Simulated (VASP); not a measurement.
# GaGe3 (Fm-3m) in VASP: notebook

The runs below take GaGe3 through single point, relaxation of cell and atoms, with PBEsol.

All numbers are computed with VASP 6.6.1; they aren't measurements. Logs are shortened: lines on timing, memory, paths and dates and some standing lists are left out, and cuts for length are marked.

**1. The cell of the first run**

The structure is cubic, space group Fm-3m (No. 225). The conventional cell has a = 6.638 Å, b = 6.638 Å, c = 6.638 Å, α = 90.00°, β = 90.00°, γ = 90.00°. Within 3.8 Å of Ge (site symmetry m-3m) lie 8 Ge at 2.87 Å and 6 Ga at 3.32 Å. Within 3.8 Å of Ge (site symmetry -43m) lie 4 Ga at 2.87 Å and 10 Ge at 2.87 to 3.32 Å. Ga (site symmetry m-3m) has 14 Ge at 2.87 to 3.32 Å within 3.8 Å.

**2. Single point, PBEsol**

INCAR

```
PREC = Accurate
ENCUT = 520
EDIFF = 1E-7
ISMEAR = -1
SIGMA = 0.05
LREAL = False
LASPH = True
NELM = 80
ALGO = Normal
ISIF = 2
LWAVE = False
LCHARG = False
GGA = PS
NBANDS = 36
```

KPOINTS

```
regular mesh
0
Gamma
  7 7 7
```

POSCAR

```
GaGe3
1.0
    0.0000000000      3.3190392038      3.3190392038
    3.3190392038      0.0000000000      3.3190392038
    3.3190392038      3.3190392038      0.0000000000
Ge Ga
3 1
Direct
    0.5000000000      0.5000000000      0.5000000000
    0.7500000000      0.7500000000      0.7500000000
    0.2500000000      0.2500000000      0.2500000000
    0.0000000000      0.0000000000      0.0000000000
```

Potentials or basis: VASP PAW PBE potentials, release 64 (Ge_d, Ga_d).

On the command line:

```sh
$ cat potpaw_PBE.64/Ge_d/POTCAR potpaw_PBE.64/Ga_d/POTCAR > POTCAR
$ mpirun -np 1 vasp_std > vasp.out
```

OUTCAR:

```text
PREC = Accurate
   ENCUT = 520
   EDIFF = 1E-7
   ISMEAR = -1
   LREAL = False
   LASPH = True
   NELM = 80
   ISIF = 2
   GGA = PS

 ion  position               nearest neighbor table
   1  0.500  0.500  0.500-   3 2.87   3 2.87   3 2.87   2 2.87   3 2.87   2 2.87   2 2.87   2 2.87

   2  0.750  0.750  0.750-   1 2.87   1 2.87   1 2.87   1 2.87   4 2.87   4 2.87   4 2.87   4 2.87

   3  0.250  0.250  0.250-   4 2.87   4 2.87   4 2.87   1 2.87   4 2.87   1 2.87   1 2.87   1 2.87

   4  0.000  0.000  0.000-   2 2.87   2 2.87   2 2.87   2 2.87   3 2.87   3 2.87   3 2.87   3 2.87

  LATTYP: Found a face centered cubic cell.
 ALAT       =     6.6380784076

  Lattice vectors:

 A1 = (   0.0000000000,   3.3190392038,   3.3190392038)
 A2 = (   3.3190392038,   0.0000000000,   3.3190392038)
 A3 = (   3.3190392038,   3.3190392038,   0.0000000000)

Analysis of symmetry for initial positions (statically):
=====================================================================
 Subroutine PRICEL returns:
 Original cell was already a primitive cell.

 Routine SETGRP: Setting up the symmetry group for a
 face centered cubic supercell.

 Subroutine GETGRP returns: Found 48 space group operations
 (whereof 48 operations were pure point group operations)
 out of a pool of 48 trial point group operations.

The static configuration has the point symmetry O_h .

Analysis of symmetry for dynamics (positions and initial velocities):
=====================================================================
 Subroutine PRICEL returns:
 Original cell was already a primitive cell.

 Routine SETGRP: Setting up the symmetry group for a
 face centered cubic supercell.

 Subroutine GETGRP returns: Found 48 space group operations
 (whereof 48 operations were pure point group operations)
 out of a pool of 48 trial point group operations.

The dynamic configuration has the point symmetry O_h .

 Subroutine INISYM returns: Found 48 space group operations
 (whereof 48 operations are pure point group operations),
 and found     1 'primitive' translations

----------------------------------------------------------------------------------------

                                     Primitive cell

  volume of cell :      73.1252

  direct lattice vectors                    reciprocal lattice vectors
     0.000000000  3.319039204  3.319039204    -0.150646006  0.150646006  0.150646006
     3.319039204  0.000000000  3.319039204     0.150646006 -0.150646006  0.150646006
     3.319039204  3.319039204  0.000000000     0.150646006  0.150646006 -0.150646006

  length of vectors
     4.693830256  4.693830256  4.693830256     0.260926536  0.260926536  0.260926536

  position of ions in fractional coordinates (direct lattice)
     0.500000000  0.500000000  0.500000000
     0.750000000  0.750000000  0.750000000
     0.250000000  0.250000000  0.250000000
     0.000000000  0.000000000  0.000000000

  ion indices of the primitive-cell ions
   primitive index   ion index
                 1           1
                 2           2
                 3           3
                 4           4

----------------------------------------------------------------------------------------

 KPOINTS: regular mesh

Automatic generation of k-mesh.
 Grid dimensions read from file:
 generate k-points for:    7    7    7

 Generating k-lattice:

  Cartesian coordinates                     Fractional coordinates (reciprocal lattice)
    -0.021520858  0.021520858  0.021520858     0.142857143  0.000000000  0.000000000
     0.021520858 -0.021520858  0.021520858     0.000000000  0.142857143  0.000000000
     0.021520858  0.021520858 -0.021520858     0.000000000  0.000000000  0.142857143

  Length of vectors
     0.037275219  0.037275219  0.037275219

  Shift w.r.t. Gamma in fractional coordinates (k-lattice)
     0.000000000  0.000000000  0.000000000

 Subroutine IBZKPT returns following result:
 ===========================================

 Found     20 irreducible k-points:

 Following reciprocal coordinates:
            Coordinates               Weight
  0.000000  0.000000  0.000000      1.000000
  0.142857  0.000000  0.000000      8.000000
  0.285714  0.000000  0.000000      8.000000
  0.428571  0.000000  0.000000      8.000000
  0.142857  0.142857  0.000000      6.000000
  0.285714  0.142857  0.000000     24.000000
[... 12 lines left out ...]
 -0.428571  0.428571  0.142857     24.000000
 -0.285714  0.428571  0.142857     24.000000
   k-points           NKPTS =     20   k-points in BZ     NKDIM =     20   number of bands    NBANDS=     36
   number of dos      NEDOS =    301   number of ions     NIONS =      4
   total plane-waves  NPLWV =  46656
   dimension x,y,z NGX =    36 NGY =   36 NGZ =   36
   dimension x,y,z NGXF=    72 NGYF=   72 NGZF=   72
   ions per type =               3   1
   NGX,Y,Z   is equivalent  to a cutoff of  12.75, 12.75, 12.75 a.u.
   NGXF,Y,Z  is equivalent  to a cutoff of  25.50, 25.50, 25.50 a.u.
 SYSTEM =  unknown system
   PREC   = accura    normal or accurate (medium, high low for compatibility)
   ISTART =      0    job   : 0-new  1-cont  2-samecut
   ICHARG =      2    charge: 1-file 2-atom 10-const
   ISPIN  =      1    spin polarized calculation?
   LNONCOLLINEAR =      F non collinear calculations
   LSORBIT =      F    spin-orbit coupling
   LASPH  =      T    aspherical Exc in radial PAW
   ENCUT  =  520.0 eV  38.22 Ry    6.18 a.u.   8.73  8.73  8.73*2*pi/ulx,y,z
   NELM   =     80;   NELMIN=  2; NELMDL= -5     # of ELM steps
   EDIFF  = 0.1E-06   stopping-criterion for ELM
   LREAL  =      F    real-space projection
   EDIFFG = 0.1E-05   stopping-criterion for IOM
   NSW    =      0    number of steps for IOM
   IBRION =     -1    ionic relax: 0-MD 1-quasi-New 2-CG
   NFREE  =      0    steps in history (QN), initial steepest desc. (CG)
   ISIF   =      2    stress and relaxation
   ISYM   =      2    0-nonsym 1-usesym 2-fastsym
   POTIM  = 0.5000    time-step for ionic-motion
   TEBEG  =    0.0;   TEEND  =   0.0 temperature during run
   PSTRESS=    0.0 pullay stress
   NELECT =      55.0000    total number of electrons
   NUPDOWN=      -1.0000    fix difference up-down
   EMIN   =  10.00;   EMAX   =-10.00  energy-range for DOS
   EFERMI =   0.00;   METHOD = LEGACY
   ISMEAR =    -1;   SIGMA  =   0.05  broadening in eV -4-tet -1-fermi 0-gaus
   EFERMI_NEDOS =   21; number of points for ismear=-14 and -15
   IALGO  =     38    algorithm
   IMIX   =      4    mixing-type and parameters
     AMIX     =   0.40;   BMIX     =  1.00
     AMIX_MAG =   1.60;   BMIX_MAG =  1.00
  volume/ion in A,a.u.               =      18.28       123.37
  Fermi-wavevector in a.u.,A,eV,Ry     =   1.488813  2.813448 30.158167  2.216563
  Thomas-Fermi vector in A             =   2.601800
   LORBIT       =      0    0 simple, 1 ext, 2 COOP (PROOUT), +10 PAW based schemes
   GGA     = PS    functional components
   LHFCALC =     F    Hartree Fock is set to
   AEXX    =    0.0000 exact exchange contribution
   IVDW    =     0    specifies the selected vdW correction
   LEPSILON=     F    determine dielectric tensor
   LRPA    =     F    only Hartree local field effects (RPA)
 non-spin polarized calculation
  energy-cutoff  :      520.00
  volume of cell :       73.13
 maximum number of plane-waves:      1992
   NGX = 17   NGY = 17   NGZ = 17

 number of electron      54.9999984 magnetization

 Free energy of the ion-electron system (eV)
  ---------------------------------------------------
  ext. energy  EPLUGINS =         0.00000000
  ---------------------------------------------------
  free energy    TOTEN  =       -17.38905991 eV

  energy without entropy =      -17.38071801  energy(sigma->0) =      -17.38488896

 E-fermi :   6.5711     XC(G=0): -11.5276

 val. band max:        6.4649595285   @ k =  -0.4286   0.1429   0.0000
 cond. band min:       6.6591462600   @ k =   0.2857   0.1429   0.0000
 fundamental gap:      0.1941867314
 Fermi energy:         6.5710562588

 k-point     1 :       0.0000    0.0000    0.0000
  band No.  band energies     occupation
      1     -18.0049      2.00000
      2     -18.0049      2.00000
      3     -17.9969      2.00000
      4     -17.9969      2.00000
      5     -17.9969      2.00000
      6     -17.9717      2.00000
[... 28 lines left out ...]
     35      11.3514      0.00000
     36      17.0018      0.00000

 k-point     2 :       0.1429    0.0000    0.0000
  band No.  band energies     occupation
      1     -18.0017      2.00000
      2     -18.0017      2.00000
      3     -18.0014      2.00000
      4     -17.9999      2.00000
      5     -17.9999      2.00000
      6     -17.9684      2.00000
[... 28 lines left out ...]
     35      12.2789      0.00000
     36      15.3732      0.00000

 k-point     3 :       0.2857    0.0000    0.0000
  band No.  band energies     occupation
      1     -18.0083      2.00000
      2     -18.0083      2.00000
      3     -18.0030      2.00000
      4     -17.9889      2.00000
      5     -17.9889      2.00000
      6     -17.9628      2.00000
[... 28 lines left out ...]
     35      14.3141      0.00000
     36      14.3141      0.00000

 k-point     4 :       0.4286    0.0000    0.0000
  band No.  band energies     occupation
      1     -18.0131      2.00000
      2     -18.0131      2.00000
      3     -17.9978      2.00000
      4     -17.9747      2.00000
      5     -17.9747      2.00000
      6     -17.9591      2.00000
[... 28 lines left out ...]
     35      12.9601      0.00000
     36      14.4711      0.00000

 k-point     5 :       0.1429    0.1429    0.0000
  band No.  band energies     occupation
      1     -18.0053      2.00000
      2     -18.0053      2.00000
      3     -18.0009      2.00000
      4     -17.9985      2.00000
      5     -17.9934      2.00000
      6     -17.9724      2.00000
[... 499 lines left out ...]
 k-point    18 :      -0.4286    0.2857    0.1429
  band No.  band energies     occupation
      1     -18.0143      2.00000
      2     -18.0105      2.00000
      3     -17.9998      2.00000
      4     -17.9798      2.00000
      5     -17.9753      2.00000
      6     -17.9631      2.00000
[... 28 lines left out ...]
     35      14.0641      0.00000
     36      14.5608      0.00000

 k-point    19 :      -0.4286    0.4286    0.1429
  band No.  band energies     occupation
      1     -18.0159      2.00000
      2     -18.0139      2.00000
      3     -17.9936      2.00000
      4     -17.9869      2.00000
      5     -17.9742      2.00000
      6     -17.9640      2.00000
[... 28 lines left out ...]
     35      13.6403      0.00000
     36      13.8722      0.00000

 k-point    20 :      -0.2857    0.4286    0.1429
  band No.  band energies     occupation
      1     -18.0152      2.00000
      2     -18.0070      2.00000
      3     -18.0031      2.00000
      4     -17.9819      2.00000
      5     -17.9720      2.00000
      6     -17.9648      2.00000
[... 28 lines left out ...]
     35      13.5985      0.00000
     36      13.9232      0.00000

------------------------ aborting loop because EDIFF is reached ----------------------------------------

  FORCE on cell =-STRESS in cart. coord.  units (eV):
  Direction    XX          YY          ZZ          XY          YZ          ZX
  --------------------------------------------------------------------------------------
  -------------------------------------------------------------------------------------
  Total        0.0191540      0.0191540      0.0191540      0.0000000     -0.0000000      0.0000000
  in kB        0.4196662      0.4196662      0.4196662      0.0000000     -0.0000000      0.0000000
  external PRESSURE =       0.4196662 kB  Pullay stress =       0.0000000 kB

 VOLUME and BASIS-vectors are now :
 -----------------------------------------------------------------------------
  energy-cutoff  :      520.00
  volume of cell :       73.13
      direct lattice vectors                 reciprocal lattice vectors
     0.000000000  3.319039204  3.319039204    -0.150646006  0.150646006  0.150646006
     3.319039204  0.000000000  3.319039204     0.150646006 -0.150646006  0.150646006
     3.319039204  3.319039204  0.000000000     0.150646006  0.150646006 -0.150646006

 POSITION                                       TOTAL-FORCE (eV/Angst)
 -----------------------------------------------------------------------------------
      3.31904      3.31904      3.31904         0.000000      0.000000     -0.000000
      4.97856      4.97856      4.97856         0.000000      0.000000      0.000000
      1.65952      1.65952      1.65952        -0.000000     -0.000000     -0.000000
      0.00000      0.00000      0.00000         0.000000      0.000000     -0.000000
 -----------------------------------------------------------------------------------
    total drift:                                0.000000      0.000000      0.000000

  FREE ENERGIE OF THE ION-ELECTRON SYSTEM (eV)
  ---------------------------------------------------
  free  energy   TOTEN  =       -17.3890599124 eV

  energy  without entropy=      -17.3807180105  energy(sigma->0) =      -17.38488896
```

It took 52 s on 1 thread of Intel Xeon Platinum 8375C at 2.90GHz (Ice Lake), shared host; peak memory 0.22 GiB.

Results:

- Free energy: -17.3891 eV
- Pressure: 0.0 GPa
- Band gap on the k mesh: zero (an odd number of electrons rules out a gap without spin polarisation)

Caveat: the PAW data sets were made with another functional, which shifts forces and pressure a little.

[end of part 1 of 2]
